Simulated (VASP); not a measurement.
# C (Imma) in VASP: single point with r2SCAN

Aim: the single point of C with r2SCAN.

Program: VASP 6.6.1. These are calculated values, not measurements. Logs are shortened: lines on timing, memory, paths and dates and some standing lists are left out, and cuts for length are marked.

### Step 1. The cell of the first run

It takes space group Imma (No. 74, orthorhombic). The conventional cell has a = 2.492 Å, b = 2.543 Å, c = 3.560 Å, α = 90.00°, β = 90.00°, γ = 90.00°. C (site symmetry mm2) has 4 C at 1.53 to 1.55 Å within 2.0 Å.

### Step 2. Single point, r2SCAN (shear xy strain -2.0%)

POSCAR reads:

```
C
1.0
   -0.0178012414      1.7801241434      1.7801241434
    1.7801241434     -0.0178012414      1.7801241434
    1.7623229020      1.7623229020      0.0000000000
C
2
Direct
   -0.0001608287     -0.0001608287      0.0001608287
    0.2501608287      0.2501608287      0.2498391713
```

INCAR.step1 reads:

```
SYSTEM = C
ALGO = Normal
EDIFF = 1E-5
ENCUT = 1430
GGA = PE
GGA_COMPAT = .FALSE.
ISMEAR = 0
LASPH = .TRUE.
LCHARG = .FALSE.
LREAL = .FALSE.
LWAVE = .TRUE.
NBANDS = 11
NELM = 120
PREC = Accurate
SIGMA = 0.01
```

INCAR.step2 reads:

```
SYSTEM = C
ALGO = Normal
EDIFF = 1E-6
ENCUT = 1430
GGA_COMPAT = .FALSE.
ISIF = 2
ISMEAR = 0
ISTART = 1
LASPH = .TRUE.
LCHARG = .TRUE.
LELF = .TRUE.
LMIXTAU = .TRUE.
LREAL = .FALSE.
LVHAR = .TRUE.
LWAVE = .FALSE.
METAGGA = R2SCAN
NBANDS = 11
NELM = 120
PREC = Accurate
SIGMA = 0.01
```

KPOINTS reads:

```
k-points
0
G
  12 12 12
  0 0 0
```

Potentials or basis: VASP PAW PBE potentials, release 64 (C_h).

The run is started by

```console
$ cat potpaw_PBE.64/C_h/POTCAR > POTCAR
$ cp INCAR.step1 INCAR
$ mpirun -np 1 vasp_std > vasp.out
$ cp INCAR.step2 INCAR
$ mpirun -np 1 vasp_std > vasp.out
```

OUTCAR:

```text
SYSTEM = C
   EDIFF = 1E-6
   ENCUT = 1430
   ISIF = 2
   ISMEAR = 0
   ISTART = 1
   LASPH = .TRUE.
   LREAL = .FALSE.
   METAGGA = R2SCAN
   NELM = 120
   PREC = Accurate

 ion  position               nearest neighbor table
   1  1.000  1.000  0.000-
   2  0.250  0.250  0.250-

  LATTYP: Found a body centered orthorhombic cell.
 ALAT       =     2.4923009493
 B/A-ratio  =     1.0202020202
 C/A-ratio  =     1.4284985478

  Lattice vectors:

 A1 = (   0.0178012414,  -1.7801241434,  -1.7801241434)
 A2 = (  -0.0178012414,   1.7801241434,  -1.7801241434)
 A3 = (   1.7801241434,  -0.0178012414,   1.7801241434)

Analysis of symmetry for initial positions (statically):
=====================================================================
 Subroutine PRICEL returns:
 Original cell was already a primitive cell.

 Routine SETGRP: Setting up the symmetry group for a
 body centered orthorhombic supercell.

 Subroutine GETGRP returns: Found  8 space group operations
 (whereof  4 operations were pure point group operations)
 out of a pool of  8 trial point group operations.

The static configuration has the point symmetry C_2v.
 The point group associated with its full space group is D_2h.

Analysis of symmetry for dynamics (positions and initial velocities):
=====================================================================
 Subroutine PRICEL returns:
 Original cell was already a primitive cell.

 Routine SETGRP: Setting up the symmetry group for a
 body centered orthorhombic supercell.

 Subroutine GETGRP returns: Found  8 space group operations
 (whereof  4 operations were pure point group operations)
 out of a pool of  8 trial point group operations.

The dynamic configuration has the point symmetry C_2v.
 The point group associated with its full space group is D_2h.

 Subroutine INISYM returns: Found  8 space group operations
 (whereof  4 operations are pure point group operations),
 and found     1 'primitive' translations

----------------------------------------------------------------------------------------

                                     Primitive cell

  volume of cell :      11.2807

  direct lattice vectors                    reciprocal lattice vectors
    -0.017801241  1.780124143  1.780124143    -0.278098304  0.278098304  0.280879287
     1.780124143 -0.017801241  1.780124143     0.278098304 -0.278098304  0.280879287
     1.762322902  1.762322902  0.000000000     0.283716451  0.283716451 -0.280879287

  length of vectors
     2.517538642  2.517538642  2.492300949     0.483291327  0.483291327  0.489778749

  position of ions in fractional coordinates (direct lattice)
     0.999839171  0.999839171  0.000160829
     0.250160829  0.250160829  0.249839171

  ion indices of the primitive-cell ions
   primitive index   ion index
                 1           1
                 2           2

----------------------------------------------------------------------------------------

 KPOINTS: k-points

Automatic generation of k-mesh.
 Grid dimensions read from file:
 generate k-points for:   12   12   12

 Generating k-lattice:

  Cartesian coordinates                     Fractional coordinates (reciprocal lattice)
    -0.023174859  0.023174859  0.023406607     0.083333333  0.000000000  0.000000000
     0.023174859 -0.023174859  0.023406607     0.000000000  0.083333333  0.000000000
     0.023643038  0.023643038 -0.023406607     0.000000000  0.000000000  0.083333333

  Length of vectors
     0.040274277  0.040274277  0.040814896

  Shift w.r.t. Gamma in fractional coordinates (k-lattice)
     0.000000000  0.000000000  0.000000000

 Subroutine IBZKPT returns following result:
 ===========================================

 Found    280 irreducible k-points:

 Following reciprocal coordinates:
            Coordinates               Weight
  0.000000  0.000000  0.000000      1.000000
  0.083333  0.000000  0.000000      4.000000
  0.166667  0.000000  0.000000      4.000000
  0.250000  0.000000  0.000000      4.000000
  0.333333  0.000000  0.000000      4.000000
  0.416667  0.000000  0.000000      4.000000
[... 16 lines left out ...]
  0.500000  0.166667  0.000000      4.000000
 -0.416667  0.166667  0.000000      4.000000
 [... further k-points ...]
   k-points           NKPTS =    280   k-points in BZ     NKDIM =    280   number of bands    NBANDS=     11
   number of dos      NEDOS =    301   number of ions     NIONS =      2
   total plane-waves  NPLWV =  32768
   dimension x,y,z NGX =    32 NGY =   32 NGZ =   32
   dimension x,y,z NGXF=    64 NGYF=   64 NGZF=   64
   ions per type =               2
   NGX,Y,Z   is equivalent  to a cutoff of  21.13, 21.13, 21.35 a.u.
   NGXF,Y,Z  is equivalent  to a cutoff of  42.26, 42.26, 42.69 a.u.
 SYSTEM =  C
   PREC   = accura    normal or accurate (medium, high low for compatibility)
   ISTART =      1    job   : 0-new  1-cont  2-samecut
   ICHARG =      0    charge: 1-file 2-atom 10-const
   ISPIN  =      1    spin polarized calculation?
   LNONCOLLINEAR =      F non collinear calculations
   LSORBIT =      F    spin-orbit coupling
   LASPH  =      T    aspherical Exc in radial PAW
   ENCUT  = 1430.0 eV 105.10 Ry   10.25 a.u.   7.76  7.76  7.68*2*pi/ulx,y,z
   NELM   =    120;   NELMIN=  2; NELMDL=  0     # of ELM steps
   EDIFF  = 0.1E-05   stopping-criterion for ELM
   LREAL  =      F    real-space projection
   EDIFFG = 0.1E-04   stopping-criterion for IOM
   NSW    =      0    number of steps for IOM
   IBRION =     -1    ionic relax: 0-MD 1-quasi-New 2-CG
   NFREE  =      0    steps in history (QN), initial steepest desc. (CG)
   ISIF   =      2    stress and relaxation
   ISYM   =      2    0-nonsym 1-usesym 2-fastsym
   POTIM  = 0.5000    time-step for ionic-motion
   TEBEG  =    0.0;   TEEND  =   0.0 temperature during run
   PSTRESS=    0.0 pullay stress
   NELECT =       8.0000    total number of electrons
   NUPDOWN=      -1.0000    fix difference up-down
   EMIN   =  10.00;   EMAX   =-10.00  energy-range for DOS
   EFERMI =   0.00;   METHOD = LEGACY
   ISMEAR =     0;   SIGMA  =   0.01  broadening in eV -4-tet -1-fermi 0-gaus
   EFERMI_NEDOS =   21; number of points for ismear=-14 and -15
   IALGO  =     38    algorithm
   IMIX   =      4    mixing-type and parameters
     AMIX     =   0.40;   BMIX     =  1.00
     AMIX_MAG =   1.60;   BMIX_MAG =  1.00
  volume/ion in A,a.u.               =       5.64        38.06
  Fermi-wavevector in a.u.,A,eV,Ry     =   1.459909  2.758827 28.998550  2.131333
  Thomas-Fermi vector in A             =   2.576420
   LORBIT       =      0    0 simple, 1 ext, 2 COOP (PROOUT), +10 PAW based schemes
   METAGGA = R2SCAN    functional components
   LHFCALC =     F    Hartree Fock is set to
   AEXX    =    0.0000 exact exchange contribution
   IVDW    =     0    specifies the selected vdW correction
   LEPSILON=     F    determine dielectric tensor
   LRPA    =     F    only Hartree local field effects (RPA)
 non-spin polarized calculation
 Gauss-broadening in eV      SIGMA  =   0.01
  energy-cutoff  :     1430.00
  volume of cell :       11.28
 maximum number of plane-waves:      1403
   NGX = 15   NGY = 15   NGZ = 15

 number of electron       8.0000000 magnetization

 Free energy of the ion-electron system (eV)
  ---------------------------------------------------
  ext. energy  EPLUGINS =         0.00000000
  ---------------------------------------------------
  free energy    TOTEN  =       -19.71435348 eV

  energy without entropy =      -19.71435348  energy(sigma->0) =      -19.71435348

 E-fermi :  11.1677     XC(G=0): -14.3003

 val. band max:       11.0174674852   @ k =   0.0000   0.0000   0.0000
 cond. band min:      15.3523600862   @ k =   0.3333   0.3333   0.0000
 fundamental gap:      4.3348926010
 Fermi energy:        11.1676622912

 k-point     1 :       0.0000    0.0000    0.0000
  band No.  band energies     occupation
      1     -11.7520      2.00000
      2      10.9775      2.00000
      3      10.9872      2.00000
      4      11.0175      2.00000
      5      16.5947      0.00000
      6      16.8665      0.00000
      7      17.1897      0.00000
      8      25.0110      0.00000
      9      31.4796      0.00000
     10      38.4089      0.00000
     11      38.4210      0.00000

 k-point     2 :       0.0833    0.0000    0.0000
  band No.  band energies     occupation
      1     -11.5534      2.00000
      2       9.6114      2.00000
      3      10.6542      2.00000
      4      10.6897      2.00000
      5      17.1732      0.00000
      6      17.5984      0.00000
      7      17.6188      0.00000
      8      25.1943      0.00000
      9      31.8127      0.00000
     10      36.3594      0.00000
     11      36.5367      0.00000

 k-point     3 :       0.1667    0.0000    0.0000
  band No.  band energies     occupation
      1     -10.9603      2.00000
      2       6.8761      2.00000
      3       9.9380      2.00000
      4       9.9675      2.00000
      5      18.1510      0.00000
      6      18.5599      0.00000
      7      18.8781      0.00000
      8      25.7360      0.00000
      9      32.5242      0.00000
     10      34.7075      0.00000
     11      34.9829      0.00000

 k-point     4 :       0.2500    0.0000    0.0000
  band No.  band energies     occupation
      1      -9.9826      2.00000
      2       3.8709      2.00000
      3       9.1997      2.00000
      4       9.2124      2.00000
      5      19.0500      0.00000
      6      19.4438      0.00000
      7      19.7585      0.00000
      8      26.5161      0.00000
      9      32.9812      0.00000
     10      34.2739      0.00000
     11      34.6342      0.00000

 k-point     5 :       0.3333    0.0000    0.0000
  band No.  band energies     occupation
      1      -8.6469      2.00000
      2       0.9613      2.00000
      3       8.6075      2.00000
      4       8.6141      2.00000
      5      19.5659      0.00000
      6      19.9509      0.00000
      7      20.2446      0.00000
      8      27.2521      0.00000
      9      33.2302      0.00000
     10      35.1191      0.00000
     11      35.5816      0.00000
[... 211 lines left out ...]
 k-point    21 :       0.3333    0.1667    0.0000
  band No.  band energies     occupation
      1      -8.8548      2.00000
      2       3.1401      2.00000
      3       7.0839      2.00000
      4       7.3976      2.00000
      5      17.3914      0.00000
      6      22.3789      0.00000
      7      22.6261      0.00000
      8      23.3159      0.00000
      9      32.9464      0.00000
     10      34.1976      0.00000
     11      39.4167      0.00000

 k-point    22 :       0.4167    0.1667    0.0000
  band No.  band energies     occupation
      1      -7.4212      2.00000
      2       0.4798      2.00000
      3       6.5197      2.00000
      4       6.8438      2.00000
      5      18.2092      0.00000
      6      22.7459      0.00000
      7      22.7683      0.00000
      8      24.1540      0.00000
      9      33.2748      0.00000
     10      34.9393      0.00000
     11      39.9728      0.00000

 k-point    23 :       0.5000    0.1667    0.0000
  band No.  band energies     occupation
      1      -5.8407      2.00000
      2      -1.7836      2.00000
      3       5.7539      2.00000
      4       6.9191      2.00000
      5      18.7199      0.00000
      6      22.4959      0.00000
      7      22.8966      0.00000
      8      25.8361      0.00000
      9      32.3728      0.00000
     10      36.3076      0.00000
     11      39.1732      0.00000

 k-point    24 :      -0.4167    0.1667    0.0000
  band No.  band energies     occupation
      1      -5.4862      2.00000
      2      -2.2110      2.00000
      3       5.2197      2.00000
      4       7.2967      2.00000
      5      19.1924      0.00000
      6      21.9980      0.00000
      7      22.8947      0.00000
      8      27.2816      0.00000
      9      31.5310      0.00000
     10      36.5988      0.00000
     11      37.0052      0.00000

 [... further k-points ...]

------------------------ aborting loop because EDIFF is reached ----------------------------------------

  FORCE on cell =-STRESS in cart. coord.  units (eV):
  Direction    XX          YY          ZZ          XY          YZ          ZX
  --------------------------------------------------------------------------------------
  -------------------------------------------------------------------------------------
  Total       -0.0228650     -0.0228650     -0.0417096      0.8272203      0.0000000      0.0000000
  in kB       -3.2474707     -3.2474707     -5.9239217    117.4882195      0.0000000      0.0000000
  external PRESSURE =      -4.1396210 kB  Pullay stress =       0.0000000 kB

 VOLUME and BASIS-vectors are now :
 -----------------------------------------------------------------------------
  energy-cutoff  :     1430.00
  volume of cell :       11.28
      direct lattice vectors                 reciprocal lattice vectors
    -0.017801241  1.780124143  1.780124143    -0.278098304  0.278098304  0.280879287
     1.780124143 -0.017801241  1.780124143     0.278098304 -0.278098304  0.280879287
     1.762322902  1.762322902  0.000000000     0.283716451  0.283716451 -0.280879287

 POSITION                                       TOTAL-FORCE (eV/Angst)
 -----------------------------------------------------------------------------------
      1.76232      1.76232      3.55968         0.000000      0.000000      0.002628
      0.88116      0.88116      0.89063         0.000000      0.000000     -0.002628
 -----------------------------------------------------------------------------------
    total drift:                               -0.000000      0.000000      0.000000

  FREE ENERGIE OF THE ION-ELECTRON SYSTEM (eV)
  ---------------------------------------------------
  free  energy   TOTEN  =       -19.7143534833 eV

  energy  without entropy=      -19.7143534833  energy(sigma->0) =      -19.71435348
```

Run time: 4.8 min. Hardware: 1 thread of AMD EPYC 7R13 (Zen 3), shared host; peak memory 0.23 GiB.

What came out:

```yaml
Free_energy: -19.7144 eV
Pressure: -0.4 GPa
Band_gap_on_the_k_mesh: 4.33 eV (least direct gap 5.58 eV)
```

Forces on the atoms (eV/Å):
```
C    0.000  0.000  0.003
C    0.000  0.000 -0.003
```

Stress tensor (GPa, compression positive):
```
-0.32 11.75  0.00
11.75 -0.32  0.00
 0.00  0.00 -0.59
```

Levels at points of the mesh, in eV from the valence-band top:
```csv
k point,band 2,band 3,band 4,band 5,band 6,band 7
"(0.00, 0.00, 0.00)",-0.04,-0.03,0.00,5.58,5.85,6.17
"(0.50, 0.00, 0.00)",-14.10,-2.92,-2.89,8.76,9.13,9.52
"(0.50, 0.50, 0.00)",-13.51,-6.91,-6.48,4.60,5.44,17.95
"(0.00, 0.00, 0.50)",-14.12,-3.12,-3.08,8.71,8.78,9.19
"(0.50, 0.00, 0.50)",-13.63,-6.70,-6.70,5.02,5.02,17.96
```

Caveat: the cell differs from its parent crystal (shear xy strain -2.0%); the PAW data sets were made with another functional, which shifts forces and pressure a little. A k mesh can miss the band edges.
